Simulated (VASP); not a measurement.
Input of a VASP 6.6.1 run:

The input INCAR:

```
SYSTEM = Y
ALGO     = Normal         ! electronic algorithm
EDIFF    = 1E-6           ! SCF threshold, eV
ENCUT    = 520            ! plane-wave cutoff, eV
ISIF     = 2              ! what is computed and relaxed
ISMEAR   = -1             ! smearing method
LASPH    = .TRUE.         ! aspherical terms in the spheres
LCHARG   = .TRUE.         ! write CHGCAR
LELF     = .TRUE.         ! ELF
LREAL    = .FALSE.        ! projectors in reciprocal space
LVHAR    = .TRUE.       
LWAVE    = .FALSE.        ! write WAVECAR
NBANDS   = 18             ! bands
NELM     = 80             ! most SCF steps
PREC     = Accurate       ! precision mode
SIGMA    = 0.08           ! smearing width, eV
```

The input KPOINTS:

```
k-points
0
G
  12 12 7
  0 0 0
```

POSCAR

```
Y
1.0
    3.5769579286      0.0000000000      0.0000000000
   -1.7884789643      3.0977364344      0.0000000000
    0.0000000000      0.0000000000      5.6300732012
Y
2
Direct
    0.3333333333      0.6666666667      0.2500000000
    0.6666666667      0.3333333333      0.7500000000
```

Potentials or basis: VASP PAW LDA potentials, release 64 (Y_sv).

Launch:

```console
$ cat potpaw_LDA.64/Y_sv/POTCAR > POTCAR
$ mpirun -np 1 vasp_std > vasp.out
```

Estimate the pressure.

-1.8 GPa.

Estimate the band gap on the k mesh.

zero (band 11 reaches 4.19 eV, above the bottom of band 12 at 2.68 eV).

Stress tensor (GPa, compression positive):
```
-1.63  0.00  0.00
 0.00 -1.63  0.00
 0.00  0.00 -2.12
```
